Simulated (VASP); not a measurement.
Write the native input for VASP 6.6.1 that does the following.

| Quantity | Value |
| --- | --- |
| Task | single point |
| Functional | PBE |
| Potentials or basis | VASP PAW PBE potentials, release 64 (Sn_d, Se) |
| Cutoff | 520 eV |
| k mesh | 7 × 7 × 6 |
| Occupations | fermi-dirac, width 0.03 eV |
| Spin | no spin polarisation |
| Dipole correction | no |
| k mesh for the DOS | 11 × 11 × 9 |
| Occupations for the DOS | tetrahedron |
| Further INCAR settings | ALGO = Normal; EDIFF = 1e-06 |

The system is SnSe.

```xyz
4
Lattice="2.1550 -5.8525 0.0000 2.1550 5.8525 0.0000 0.0000 0.0000 4.3180" Properties=species:S:1:pos:R:3 pbc="T T T"
Sn    2.1550   -4.4479    1.0795
Sn    2.1550    4.4479    3.2385
Se    2.1550   -1.6855    1.0795
Se    2.1550    1.6855    3.2385
```

One way to write it, as run:

POSCAR

```
SnSe
1.0
    2.1550000000     -5.8525000000      0.0000000000
    2.1550000000      5.8525000000      0.0000000000
    0.0000000000      0.0000000000      4.3180000000
Sn Se
2 2
Direct
    0.8800000000      0.1200000000      0.2500000000
    0.1200000000      0.8800000000      0.7500000000
    0.6440000000      0.3560000000      0.2500000000
    0.3560000000      0.6440000000      0.7500000000
```

INCAR.step1

```
SYSTEM = SnSe
ALGO = Normal
EDIFF = 1E-6
ENCUT = 520
GGA = PE
ISIF = 2
ISMEAR = -1
LASPH = .TRUE.
LCHARG = .TRUE.
LREAL = .FALSE.
LWAVE = .FALSE.
NBANDS = 28
NELM = 60
PREC = Accurate
SIGMA = 0.03
```

KPOINTS.step1

```
k-points
0
G
  7 7 6
  0 0 0
```

INCAR.step2

```
SYSTEM = SnSe
ALGO = Normal
EDIFF = 1E-6
ENCUT = 520
GGA = PE
ICHARG = 11
ISIF = 2
ISMEAR = -5
LASPH = .TRUE.
LCHARG = .FALSE.
LORBIT = 10
LREAL = .FALSE.
LWAVE = .FALSE.
NEDOS = 2001
NELM = 60
PREC = Accurate
SIGMA = 0.03
```

KPOINTS.step2

```
k-points
0
G
  11 11 9
  0 0 0
```

Potentials or basis: VASP PAW PBE potentials, release 64 (Sn_d, Se).

The run is started by

```console
$ cat potpaw_PBE.64/Sn_d/POTCAR potpaw_PBE.64/Se/POTCAR > POTCAR
$ cp INCAR.step1 INCAR
$ cp KPOINTS.step1 KPOINTS
$ mpirun -np 1 vasp_std > vasp.out
$ cp INCAR.step2 INCAR
$ cp KPOINTS.step2 KPOINTS
$ mpirun -np 1 vasp_std > vasp.out
```

Results of the run:

| Quantity | Value |
| --- | --- |
| Valence electrons inside the program's atomic spheres | Sn 12.04; Se 3.80 |

Run time: 4.7 min on 1 thread of AMD EPYC 9R45 96-Core Processor (Zen 5), with other jobs on the host, peak memory 0.52 GiB.
